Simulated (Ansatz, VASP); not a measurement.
# PtSe2 in VASP and in Ansatz

Contents of INCAR:

```
SYSTEM = PtSe2
PREC = Accurate
ENCUT = 520
EDIFF = 1E-6
ISMEAR = -1
SIGMA = 0.05
LREAL = .FALSE.
LASPH = .TRUE.
NELM = 150
ALGO = Normal
ISIF = 2
LWAVE = .FALSE.
LCHARG = .FALSE.
MAGMOM = 0 0 0 0 0 0 0 0 0
LORBIT = 11
LSORBIT = .TRUE.
GGA_COMPAT = .FALSE.
LORBMOM = .TRUE.
LMAXMIX = 4
GGA = PE
NBANDS = 35
```

Contents of KPOINTS:

```
regular mesh
0
G
  8 8 5
  0 0 0
```

POSCAR

```
PtSe2
1.0
    3.7970381507      0.0000000000      0.0000000000
   -1.8985190754      3.2883314977      0.0000000000
    0.0000000000      0.0000000000      5.1612801071
Pt Se
1 2
Direct
    0.0000000000      0.0000000000      0.0000000000
    0.6666666667      0.3333333333      0.7500000000
    0.3333333333      0.6666666667      0.2500000000
```

File input.yaml:

```yaml
crystal:
  lattice:
    - [3.7970381507, 0.0, 0.0]
    - [-1.8985190754, 3.2883314977, 0.0]
    - [0.0, 0.0, 5.1612801071]
  atoms:
    - { symbol: Pt, position: [0.0, 0.0, 0.0] }
    - { symbol: Se, position: [0.6666666667, 0.3333333333, 0.75] }
    - { symbol: Se, position: [0.3333333333, 0.6666666667, 0.25] }
hamiltonian:
  xc: pbe
  pseudopotentials: { kind: paw_fr }
magnetization:
  noncollinear: true
  spin_orbit: true
kpoints:
  mp_grid: { grid: [8, 8, 5] }
scf:
  occupations: { method: fermi_dirac, width: 0.05 }
output:
  forces: true
  stress: true
  eigenvalues: true
```

Alike in both runs: task single point; functional PBE; k mesh 8 × 8 × 5; occupations fermi-dirac, width 0.05 eV; non-collinear spin, spin-orbit coupling.

```csv
,VASP,Ansatz
version,VASP 6.6.1,Ansatz 0.2.0
potentials or method,"VASP PAW PBE potentials, release 64 (Pt, Se)",Ansatz PAW
plane-wave cutoff (eV),520,420
valence electrons in the cell,22,50
```

Ansatz gave:

* pressure (GPa): 0.0
* traceless stress, the component that is largest in VASP (GPa): 0.62
* rms of the force components (eV/Å): 0.034

Q: Which values does VASP return?

A: Pressure (GPa): 0.0; traceless stress, the component that is largest in VASP (GPa): 0.58; rms of the force components (eV/Å): 0.025.

Atom by atom the forces differ by 0.009 eV/Å (rms over components). VASP's potentials hold 22 valence electrons a cell and Ansatz's 50, so a difference there can come from the potentials and not from the codes.
